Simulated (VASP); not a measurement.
# HfC (Pm-3m) in VASP: a series of runs

HfC is run at these levels: PBE; tasks: single point.

Everything below comes from runs of VASP 6.6.1. Logs are shortened: lines on timing, memory, paths and dates and some standing lists are left out, and cuts for length are marked.

**1. The cell of the first run**

It takes space group Pm-3m (No. 221, cubic). Conventional cell: a = 2.770 Å, b = 2.770 Å, c = 2.770 Å, α = 90.00°, β = 90.00°, γ = 90.00°. Hf (site symmetry m-3m) has 8 C at 2.40 Å and 6 Hf at 2.77 Å within 3.2 Å. Within 3.2 Å of C (site symmetry m-3m) lie 8 Hf at 2.40 Å and 6 C at 2.77 Å.

**2. Single point, PBE (10.63 Å³/atom)**

INCAR reads:

```
SYSTEM = HfC
PREC = Accurate
ENCUT = 520
EDIFF = 1E-7
ISMEAR = -1
SIGMA = 0.15
LREAL = .False.
LASPH = .True.
NELM = 80
ALGO = Normal
ISIF = 2
LWAVE = .False.
LCHARG = .False.
GGA = PE
NBANDS = 14
```

KPOINTS reads:

```
regular mesh
0
Gamma
  16 16 16
  0 0 0
```

POSCAR reads:

```
HfC
1.0
    2.7699000000      0.0000000000      0.0000000000
    0.0000000000      2.7699000000      0.0000000000
    0.0000000000      0.0000000000      2.7699000000
Hf C
1 1
Direct
    0.0000000000      0.0000000000      0.0000000000
    0.5000000000      0.5000000000      0.5000000000
```

Potentials or basis: VASP PAW PBE potentials, release 64 (Hf_pv, C).

Run with:

```
$ cat potpaw_PBE.64/Hf_pv/POTCAR potpaw_PBE.64/C/POTCAR > POTCAR
$ mpirun -np 1 vasp_std > vasp.out
```

OUTCAR:

```text
SYSTEM = HfC
   PREC = Accurate
   ENCUT = 520
   EDIFF = 1E-7
   ISMEAR = -1
   LREAL = .False.
   LASPH = .True.
   NELM = 80
   ISIF = 2
   GGA = PE

 ion  position               nearest neighbor table
   1  0.000  0.000  0.000-   2 2.40   2 2.40   2 2.40   2 2.40   2 2.40   2 2.40   2 2.40   2 2.40

   2  0.500  0.500  0.500-   1 2.40   1 2.40   1 2.40   1 2.40   1 2.40   1 2.40   1 2.40   1 2.40

  LATTYP: Found a simple cubic cell.
 ALAT       =     2.7699000000

  Lattice vectors:

 A1 = (   2.7699000000,   0.0000000000,   0.0000000000)
 A2 = (   0.0000000000,   2.7699000000,   0.0000000000)
 A3 = (   0.0000000000,   0.0000000000,   2.7699000000)

Analysis of symmetry for initial positions (statically):
=====================================================================
 Subroutine PRICEL returns:
 Original cell was already a primitive cell.

 Routine SETGRP: Setting up the symmetry group for a
 simple cubic supercell.

 Subroutine GETGRP returns: Found 48 space group operations
 (whereof 48 operations were pure point group operations)
 out of a pool of 48 trial point group operations.

The static configuration has the point symmetry O_h .

Analysis of symmetry for dynamics (positions and initial velocities):
=====================================================================
 Subroutine PRICEL returns:
 Original cell was already a primitive cell.

 Routine SETGRP: Setting up the symmetry group for a
 simple cubic supercell.

 Subroutine GETGRP returns: Found 48 space group operations
 (whereof 48 operations were pure point group operations)
 out of a pool of 48 trial point group operations.

The dynamic configuration has the point symmetry O_h .

 Subroutine INISYM returns: Found 48 space group operations
 (whereof 48 operations are pure point group operations),
 and found     1 'primitive' translations

----------------------------------------------------------------------------------------

                                     Primitive cell

  volume of cell :      21.2516

  direct lattice vectors                    reciprocal lattice vectors
     2.769900000  0.000000000  0.000000000     0.361023864  0.000000000  0.000000000
     0.000000000  2.769900000  0.000000000     0.000000000  0.361023864  0.000000000
     0.000000000  0.000000000  2.769900000     0.000000000  0.000000000  0.361023864

  length of vectors
     2.769900000  2.769900000  2.769900000     0.361023864  0.361023864  0.361023864

[... 85 lines left out ...]
   NFREE  =      0    steps in history (QN), initial steepest desc. (CG)
   ISIF   =      2    stress and relaxation
   ISYM   =      2    0-nonsym 1-usesym 2-fastsym
   POTIM  = 0.5000    time-step for ionic-motion
   TEBEG  =    0.0;   TEEND  =   0.0 temperature during run
   PSTRESS=    0.0 pullay stress
   NELECT =      14.0000    total number of electrons
   NUPDOWN=      -1.0000    fix difference up-down
   EMIN   =  10.00;   EMAX   =-10.00  energy-range for DOS
   EFERMI =   0.00;   METHOD = LEGACY
   ISMEAR =    -1;   SIGMA  =   0.15  broadening in eV -4-tet -1-fermi 0-gaus
   EFERMI_NEDOS =   21; number of points for ismear=-14 and -15
   IALGO  =     38    algorithm
   IMIX   =      4    mixing-type and parameters
     AMIX     =   0.40;   BMIX     =  1.00
     AMIX_MAG =   1.60;   BMIX_MAG =  1.00
  volume/ion in A,a.u.               =      10.63        71.71
  Fermi-wavevector in a.u.,A,eV,Ry     =   1.424470  2.691859 27.607797  2.029116
  Thomas-Fermi vector in A             =   2.544958
   LORBIT       =      0    0 simple, 1 ext, 2 COOP (PROOUT), +10 PAW based schemes
   GGA     = PE    functional components
   LHFCALC =     F    Hartree Fock is set to
   AEXX    =    0.0000 exact exchange contribution
   IVDW    =     0    specifies the selected vdW correction
   LEPSILON=     F    determine dielectric tensor
   LRPA    =     F    only Hartree local field effects (RPA)
 non-spin polarized calculation
  energy-cutoff  :      520.00
  volume of cell :       21.25
 maximum number of plane-waves:       587
 NGX is ok and might be reduce to    24
   NGX = 11   NGY = 11   NGZ = 11

 number of electron      14.0000002 magnetization

 Free energy of the ion-electron system (eV)
  ---------------------------------------------------
  ext. energy  EPLUGINS =         0.00000000
  ---------------------------------------------------
  free energy    TOTEN  =       -18.10659801 eV

  energy without entropy =      -17.98674237  energy(sigma->0) =      -18.04667019

 E-fermi :   7.8049     XC(G=0): -13.2464

 val. band max:        7.7905295745   @ k =   0.3750   0.1875   0.0000
 cond. band min:       7.8129891684   @ k =   0.5000   0.1875   0.0625
 fundamental gap:      0.0224595939
 Fermi energy:         7.8049340954

 k-point     1 :       0.0000    0.0000    0.0000
  band No.  band energies     occupation
      1     -21.6486      2.00000
      2     -21.6486      2.00000
      3     -21.6486      2.00000
      4      -5.7734      2.00000
      5       5.4454      2.00000
      6       5.4454      2.00000
      7       9.0713      0.00043
      8       9.0713      0.00043
      9       9.0713      0.00043
     10      14.9018      0.00000
     11      14.9018      0.00000
     12      14.9018      0.00000
     13      16.5512      0.00000
     14      21.6285      0.00000
[... 377 lines left out ...]
      1     -23.2078      2.00000
      2     -21.7197      2.00000
      3     -21.4638      2.00000
      4      -1.9047      2.00000
      5       0.9667      2.00000
      6       6.1293      1.99997
      7       6.7540      1.99819
      8       7.2703      1.94491
      9      14.6514      0.00000
     10      15.4620      0.00000
     11      16.5962      0.00000
     12      16.6902      0.00000
     13      19.5318      0.00000
     14      21.3945      0.00000

 [... further k-points ...]
[... 5 lines left out ...]
  --------------------------------------------------------------------------------------
  -------------------------------------------------------------------------------------
  Total        4.7686555      4.7686555      4.7686555     -0.0000000     -0.0000000     -0.0000000
  in kB      359.5127174    359.5127174    359.5127174     -0.0000000     -0.0000000     -0.0000000
  external PRESSURE =     359.5127174 kB  Pullay stress =       0.0000000 kB

 VOLUME and BASIS-vectors are now :
 -----------------------------------------------------------------------------
  energy-cutoff  :      520.00
  volume of cell :       21.25
      direct lattice vectors                 reciprocal lattice vectors
     2.769900000  0.000000000  0.000000000     0.361023864  0.000000000  0.000000000
     0.000000000  2.769900000  0.000000000     0.000000000  0.361023864  0.000000000
     0.000000000  0.000000000  2.769900000     0.000000000  0.000000000  0.361023864

 POSITION                                       TOTAL-FORCE (eV/Angst)
 -----------------------------------------------------------------------------------
      0.00000      0.00000      0.00000         0.000000      0.000000      0.000000
      1.38495      1.38495      1.38495         0.000000      0.000000      0.000000
 -----------------------------------------------------------------------------------
    total drift:                                0.000000      0.000000     -0.000000

  FREE ENERGIE OF THE ION-ELECTRON SYSTEM (eV)
  ---------------------------------------------------
  free  energy   TOTEN  =       -18.1065980142 eV

  energy  without entropy=      -17.9867423651  energy(sigma->0) =      -18.04667019
```

stdout:

```text
POSCAR found type information on POSCAR HfC
 POSCAR found :  2 types and       2 ions
 scaLAPACK will be used
 LDA part: xc-table for (Slater+PW92), standard interpolation
 POSCAR, INCAR and KPOINTS ok, starting setup
 FFT: planning ... GRIDC
 FFT: planning ... GRID_SOFT
 FFT: planning ... GRID
 WAVECAR not read
 entering main loop
```

Wall time 26 s (1 thread of Intel Xeon Platinum 8488C (Sapphire Rapids), shared host); peak memory 0.18 GiB.

Results:

```yaml
Free_energy: -18.1066 eV
Pressure: 36.0 GPa
Band_gap_on_the_k_mesh: zero (bands 7 and 8 overlap by 2.28 eV)
```

Levels at points of the mesh, in eV from the Fermi level:
| k point | band 4 | band 5 | band 6 | band 7 | band 8 | band 9 | band 10 | band 11 |
| --- | --- | --- | --- | --- | --- | --- | --- | --- |
| (0.00, 0.00, 0.00) | -13.58 | -2.36 | -2.36 | 1.27 | 1.27 | 1.27 | 7.10 | 7.10 |
| (0.50, 0.00, 0.00) | -9.54 | -7.34 | -1.31 | -1.31 | -0.95 | 7.82 | 7.92 | 9.66 |
| (0.50, 0.50, 0.00) | -10.83 | -2.67 | -2.67 | -1.18 | 2.09 | 3.45 | 3.45 | 5.89 |
| (0.50, 0.50, 0.50) | -7.29 | -6.42 | -6.42 | -6.42 | 10.49 | 10.49 | 10.49 | 10.69 |

Caveat: the cell stands under pressure; spin-orbit coupling is left out, which moves the levels of the heavy elements.

**3. Single point, PBE**

This run uses another cell than the first one, of 13.36 Å³/atom.

INCAR reads:

```
SYSTEM = HfC
PREC = Accurate ; ENCUT = 520
EDIFF = 1E-6 ; ISMEAR = 0
SIGMA = 0.05 ; LREAL = .FALSE.
LASPH = .TRUE. ; NELM = 60
ALGO = Normal ; ISIF = 2
LWAVE = .FALSE. ; LCHARG = .TRUE.
GGA = PE ; LELF = .TRUE.
LVHAR = .TRUE. ; NBANDS = 14
```

KPOINTS reads:

```
Automatic mesh
0
G
  6 6 6
  0 0 0
```

POSCAR reads:

```
HfC
1.0
    2.9895081052      0.0000000000      0.0000000000
    0.0000000000      2.9895081052      0.0000000000
    0.0000000000      0.0000000000      2.9895081052
Hf C
1 1
Direct
    0.0000000000      0.0000000000      0.0000000000
    0.5000000000      0.5000000000      0.5000000000
```

Potentials or basis: VASP PAW PBE potentials, release 64 (Hf_pv, C).

Run with:

```
$ cat potpaw_PBE.64/Hf_pv/POTCAR potpaw_PBE.64/C/POTCAR > POTCAR
$ mpirun -np 1 vasp_std > vasp.out
```

OUTCAR:

```text
SYSTEM = HfC
   PREC = Accurate
   ENCUT = 520
   EDIFF = 1E-6
   ISMEAR = 0
   LREAL = .FALSE.
   LASPH = .TRUE.
   NELM = 60
   ISIF = 2
   GGA = PE

 ion  position               nearest neighbor table
   1  0.000  0.000  0.000-   2 2.59   2 2.59   2 2.59   2 2.59   2 2.59   2 2.59   2 2.59   2 2.59

   2  0.500  0.500  0.500-   1 2.59   1 2.59   1 2.59   1 2.59   1 2.59   1 2.59   1 2.59   1 2.59

  LATTYP: Found a simple cubic cell.
 ALAT       =     2.9895081052

  Lattice vectors:

 A1 = (   2.9895081052,   0.0000000000,   0.0000000000)
[... 521 lines left out ...]

  FORCE on cell =-STRESS in cart. coord.  units (eV):
  Direction    XX          YY          ZZ          XY          YZ          ZX
  --------------------------------------------------------------------------------------
  -------------------------------------------------------------------------------------
  Total       -2.6636166     -2.6636166     -2.6636166      0.0000000      0.0000000     -0.0000000
  in kB     -159.7287503   -159.7287503   -159.7287503      0.0000000      0.0000000     -0.0000000
  external PRESSURE =    -159.7287503 kB  Pullay stress =       0.0000000 kB

 VOLUME and BASIS-vectors are now :
 -----------------------------------------------------------------------------
  energy-cutoff  :      520.00
  volume of cell :       26.72
      direct lattice vectors                 reciprocal lattice vectors
     2.989508105  0.000000000  0.000000000     0.334503191  0.000000000  0.000000000
     0.000000000  2.989508105  0.000000000     0.000000000  0.334503191  0.000000000
     0.000000000  0.000000000  2.989508105     0.000000000  0.000000000  0.334503191

 POSITION                                       TOTAL-FORCE (eV/Angst)
 -----------------------------------------------------------------------------------
      0.00000      0.00000      0.00000         0.000000      0.000000      0.000000
      1.49475      1.49475      1.49475         0.000000      0.000000      0.000000
 -----------------------------------------------------------------------------------
    total drift:                                0.000000      0.000000     -0.000000

  FREE ENERGIE OF THE ION-ELECTRON SYSTEM (eV)
  ---------------------------------------------------
  free  energy   TOTEN  =       -18.1817718751 eV

  energy  without entropy=      -18.1763862893  energy(sigma->0) =      -18.17907908
```

OSZICAR:

```text
N       E                     dE             d eps       ncg     rms          rms(c)
DAV:   1     0.258607060721E+02    0.25861E+02   -0.73685E+03   560   0.956E+02
DAV:   2    -0.199288649691E+02   -0.45790E+02   -0.43516E+02   760   0.198E+02
DAV:   3    -0.214986541593E+02   -0.15698E+01   -0.15636E+01   650   0.266E+01
DAV:   4    -0.215063134623E+02   -0.76593E-02   -0.76584E-02   704   0.234E+00
DAV:   5    -0.215063734760E+02   -0.60014E-04   -0.60012E-04   644   0.172E-01    0.378E+01
DAV:   6    -0.188025239254E+02    0.27038E+01   -0.19486E+01   604   0.187E+01    0.333E+01
DAV:   7    -0.182375401358E+02    0.56498E+00   -0.17269E+00   608   0.666E+00    0.247E+01
DAV:   8    -0.182193053813E+02    0.18235E-01   -0.35629E-01   568   0.437E+00    0.141E+01
DAV:   9    -0.181849990367E+02    0.34306E-01   -0.50254E-02   572   0.179E+00    0.558E-01
DAV:  10    -0.181827774627E+02    0.22216E-02   -0.10617E-02   652   0.656E-01    0.237E-01
DAV:  11    -0.181818368017E+02    0.94066E-03   -0.16387E-03   650   0.282E-01    0.104E-01
DAV:  12    -0.181817737948E+02    0.63007E-04   -0.12071E-04   704   0.829E-02    0.890E-02
DAV:  13    -0.181817721603E+02    0.16345E-05   -0.16996E-05   640   0.314E-02    0.857E-03
DAV:  14    -0.181817718751E+02    0.28520E-06   -0.17967E-06   686   0.102E-02
   1 F= -.18181772E+02 E0= -.18179079E+02  d E =-.538559E-02
```

It took 13 s on 1 thread of Intel Xeon 8259CL, shared host; peak memory 0.14 GiB.

What came out:

| Quantity | Value |
| --- | --- |
| Free energy | -18.1818 eV |
| Pressure | -16.0 GPa |
| Band gap on the k mesh | zero (bands 7 and 8 overlap by 1.61 eV) |

Caveat: the cell stands under tension; spin-orbit coupling is left out, which moves the levels of the heavy elements.
